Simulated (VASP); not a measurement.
# Co (P6/mmm) in VASP: notebook, part 2 of 2

VASP 6.6.1. The steps go on from the part before.

### Step 4. Single point, PBEsol (10.53 Å³/atom)

This run uses another cell than the first one, of 10.53 Å³/atom.

INCAR

```
SYSTEM = Co
  PREC = Accurate
  ENCUT = 520
  EDIFF = 1E-6
  ISMEAR = -1
  SIGMA = 0.1
  LREAL = .FALSE.
  LASPH = .TRUE.
  NELM = 100
  ALGO = Normal
  ISIF = 2
  LWAVE = .FALSE.
  LCHARG = .FALSE.
  GGA = PS
  NBANDS = 20
```

KPOINTS

```
regular mesh
0
G
  11 11 15
  0 0 0
```

POSCAR

```
Co
1.0
    3.9056184179      0.0000000000      0.0000000000
   -1.9528092090      3.3823647674      0.0000000000
    0.0000000000      0.0000000000      2.3921896666
Co
3
Direct
    0.0000000000      1.0000000000      0.0000000000
    0.3333333333      0.6666666667      0.5000000000
    0.6666666667      0.3333333333      0.5000000000
```

Potentials or basis: VASP PAW PBE potentials, release 64 (Co).

Launch:

```sh
$ cat potpaw_PBE.64/Co/POTCAR > POTCAR
$ mpirun -np 1 vasp_std > vasp.out
```

OUTCAR:

```text
SYSTEM = Co
   PREC = Accurate
   ENCUT = 520
   EDIFF = 1E-6
   ISMEAR = -1
   LREAL = .FALSE.
   LASPH = .TRUE.
   NELM = 100
   ISIF = 2
   GGA = PS

 ion  position               nearest neighbor table
   1  0.000  0.000  0.000-   2 2.55   3 2.55   2 2.55   3 2.55   3 2.55   3 2.55   2 2.55   2 2.55
                             3 2.55   3 2.55   2 2.55   2 2.55
   2  0.333  0.667  0.500-   3 2.25   3 2.25   3 2.25   1 2.55   1 2.55   1 2.55   1 2.55   1 2.55
                             1 2.55
   3  0.667  0.333  0.500-   2 2.25   2 2.25   2 2.25   1 2.55   1 2.55   1 2.55   1 2.55   1 2.55
                             1 2.55

  LATTYP: Found a hexagonal cell.
 ALAT       =     3.9056184179
 C/A-ratio  =     0.6124995867

  Lattice vectors:

 A1 = (   3.9056184179,   0.0000000000,   0.0000000000)
 A2 = (  -1.9528092090,   3.3823647674,   0.0000000000)
 A3 = (   0.0000000000,   0.0000000000,   2.3921896666)

Analysis of symmetry for initial positions (statically):
=====================================================================
 Subroutine PRICEL returns:
 Original cell was already a primitive cell.

 Routine SETGRP: Setting up the symmetry group for a
 hexagonal supercell.

[... 163 lines left out ...]
  ---------------------------------------------------
  free energy    TOTEN  =       -22.32458718 eV

  energy without entropy =      -22.02396502  energy(sigma->0) =      -22.17427610

 E-fermi :  10.4303     XC(G=0): -13.7616

 val. band max:       10.4279765396   @ k =   0.3636   0.0000   0.1333
 cond. band min:      10.4320665702   @ k =   0.3636   0.2727   0.2667
 fundamental gap:      0.0040900306
 Fermi energy:        10.4303160965

 k-point     1 :       0.0000    0.0000    0.0000
  band No.  band energies     occupation
      1       1.3830      2.00000
      2       6.2498      2.00000
      3       7.5298      2.00000
      4       7.5298      2.00000
      5       7.5408      2.00000
      6       7.5408      2.00000
[... 541 lines left out ...]
     19      18.8941      0.00000
     20      20.5712      0.00000

 [... further k-points ...]
[... 5 lines left out ...]
  --------------------------------------------------------------------------------------
  -------------------------------------------------------------------------------------
  Total       -2.1153405     -2.1153405     -1.9286355      0.0000000      0.0000000     -0.0000000
  in kB     -107.2469628   -107.2469628    -97.7810892      0.0000000      0.0000000     -0.0000000
  external PRESSURE =    -104.0916716 kB  Pullay stress =       0.0000000 kB

 VOLUME and BASIS-vectors are now :
 -----------------------------------------------------------------------------
  energy-cutoff  :      520.00
  volume of cell :       31.60
      direct lattice vectors                 reciprocal lattice vectors
     3.905618418  0.000000000  0.000000000     0.256041398  0.147825570  0.000000000
    -1.952809209  3.382364767  0.000000000     0.000000000  0.295651140  0.000000000
     0.000000000  0.000000000  2.392189667     0.000000000  0.000000000  0.418027054

 POSITION                                       TOTAL-FORCE (eV/Angst)
 -----------------------------------------------------------------------------------
      0.00000      0.00000      0.00000        -0.000000      0.000000     -0.000000
     -0.00000      2.25491      1.19609        -0.000000      0.000000     -0.000000
      1.95281      1.12745      1.19609         0.000000     -0.000000      0.000000
 -----------------------------------------------------------------------------------
    total drift:                               -0.000000      0.000000      0.000000

  FREE ENERGIE OF THE ION-ELECTRON SYSTEM (eV)
  ---------------------------------------------------
  free  energy   TOTEN  =       -22.3245871831 eV

  energy  without entropy=      -22.0239650241  energy(sigma->0) =      -22.17427610
```

OSZICAR:

```text
N       E                     dE             d eps       ncg     rms          rms(c)
DAV:   1     0.159517904958E+03    0.15952E+03   -0.11755E+04  5216   0.177E+03
DAV:   2    -0.195192856247E+02   -0.17904E+03   -0.17105E+03  5120   0.321E+02
DAV:   3    -0.265340922370E+02   -0.70148E+01   -0.66548E+01  5404   0.909E+01
DAV:   4    -0.266405872933E+02   -0.10650E+00   -0.10641E+00  7084   0.972E+00
DAV:   5    -0.266430273469E+02   -0.24401E-02   -0.24400E-02  6232   0.133E+00    0.192E+01
DAV:   6    -0.252061854291E+02    0.14368E+01   -0.46488E+01  5488   0.104E+02    0.205E+01
DAV:   7    -0.321343378552E+02   -0.69282E+01   -0.53384E+01  5804   0.160E+02    0.370E+01
DAV:   8    -0.223149107850E+02    0.98194E+01   -0.28160E+01  5980   0.660E+01    0.251E+00
DAV:   9    -0.223459101300E+02   -0.30999E-01   -0.74900E-01  5284   0.106E+01    0.127E+00
DAV:  10    -0.223259342816E+02    0.19976E-01   -0.32953E-02  7060   0.228E+00    0.505E-01
DAV:  11    -0.223245517841E+02    0.13825E-02   -0.31985E-03  5388   0.663E-01    0.231E-01
DAV:  12    -0.223246160607E+02   -0.64277E-04   -0.20144E-04  7124   0.144E-01    0.141E-01
DAV:  13    -0.223245905286E+02    0.25532E-04   -0.11186E-04  5932   0.146E-01    0.446E-02
DAV:  14    -0.223245879304E+02    0.25983E-05   -0.25782E-05  5576   0.711E-02    0.135E-02
DAV:  15    -0.223245879923E+02   -0.61973E-07   -0.11693E-05  4768   0.532E-02    0.151E-02
DAV:  16    -0.223245871831E+02    0.80919E-06   -0.44928E-06  2768   0.307E-02
   1 F= -.22324587E+02 E0= -.22174276E+02  d E =-.300622E+00
```

Run time: 56 s. Hardware: 1 thread of Intel Xeon 6975P-C (Granite Rapids), shared host; peak memory 0.19 GiB.

Results:

* Free energy: -22.3246 eV
* Pressure: -10.4 GPa
* Band gap on the k mesh: zero (an odd number of electrons rules out a gap without spin polarisation)

Stress tensor (GPa, compression positive):
```
-10.72   0.00   0.00
  0.00 -10.72   0.00
  0.00   0.00  -9.78
```

Caveat: the cell stands under tension; the PAW data sets were made with another functional, which shifts forces and pressure a little; the run has no spin polarisation, though such a crystal can be magnetic. Spin polarisation is off, so any magnetic state and its effect on volume and gap are missing.

### Step 5. Single point, PBEsol (10.94 Å³/atom)

This run uses another cell than the first one, of 10.94 Å³/atom.

INCAR

```
SYSTEM = Co
ALGO     = Normal         ! electronic algorithm
EDIFF    = 1E-6           ! SCF threshold, eV
ENCUT    = 520            ! plane-wave cutoff, eV
GGA      = PS             ! functional
ISIF     = 2              ! what is computed and relaxed
ISMEAR   = -1             ! smearing method
LASPH    = .TRUE.         ! aspherical terms in the spheres
LCHARG   = .TRUE.         ! write CHGCAR
LELF     = .TRUE.         ! ELF
LREAL    = .FALSE.        ! projectors in reciprocal space
LVHAR    = .TRUE.       
LWAVE    = .FALSE.        ! write WAVECAR
NBANDS   = 20             ! bands
NELM     = 100            ! most SCF steps
PREC     = Accurate       ! precision mode
SIGMA    = 0.1            ! smearing width, eV
```

KPOINTS

```
k-points
0
G
  11 11 15
  0 0 0
```

POSCAR

```
Co
1.0
    3.9550618746      0.0000000000      0.0000000000
   -1.9775309373      3.4251840569      0.0000000000
    0.0000000000      0.0000000000      2.4224737634
Co
3
Direct
    0.0000000000      1.0000000000      0.0000000000
    0.3333333333      0.6666666667      0.5000000000
    0.6666666667      0.3333333333      0.5000000000
```

Launch:

```sh
$ cat potpaw_PBE.64/Co/POTCAR > POTCAR
$ mpirun -np 1 vasp_std > vasp.out
```

It took 53 s on 1 thread of Intel Xeon 6975P-C (Granite Rapids), shared host; peak memory 0.19 GiB.

The run converged. Its results:

```
Free energy            : -22.2160 eV
Pressure               : -17.8 GPa
Band gap on the k mesh : zero (an odd number of electrons rules out a gap without spin polarisation)
```

Stress tensor (GPa, compression positive):
```
-18.23   0.00   0.00
  0.00 -18.23   0.00
  0.00   0.00 -16.87
```

Levels at points of the mesh, in eV from the Fermi level:
```
           k point  band 12  band 13  band 14  band 15  band 16  band 17
(0.00, 0.00, 0.00)    -0.90    -0.87    -0.87     0.42     0.42     6.79
```

Caveat: the cell stands under tension; the PAW data sets were made with another functional, which shifts forces and pressure a little; the run has no spin polarisation, though such a crystal can be magnetic.

### Step 6. Overview

| cell | gap on the mesh (eV) | pressure (GPa) |
| --- | --- | --- |
| a = 3.803, b = 3.803, c = 2.329 Å, angles 90.0, 90.0, 120.0°, 3 atoms | none | 10.9 |
| a = 3.855, b = 3.855, c = 2.361 Å, angles 90.0, 90.0, 120.0°, 3 atoms | none | -0.8 |
| a = 3.906, b = 3.906, c = 2.392 Å, angles 90.0, 90.0, 120.0°, 3 atoms | none | -10.4 |
| a = 3.955, b = 3.955, c = 2.422 Å, angles 90.0, 90.0, 120.0°, 3 atoms | none | -17.8 |

Alike in all rows: task single point; level PBEsol; potentials or basis VASP PAW PBE potentials, release 64 (Co); no spin polarisation; k mesh 11 × 11 × 15; cutoff (eV) 520; smearing fermi-dirac 0.1 eV.

Caveats: the PAW data sets were made with another functional, which shifts forces and pressure a little; the run has no spin polarisation, though such a crystal can be magnetic; the cell stands under tension (at least some runs); the cell stands under pressure (at least some runs).

Total energies depend on the potentials used, so only differences within one code and one set of settings carry meaning.
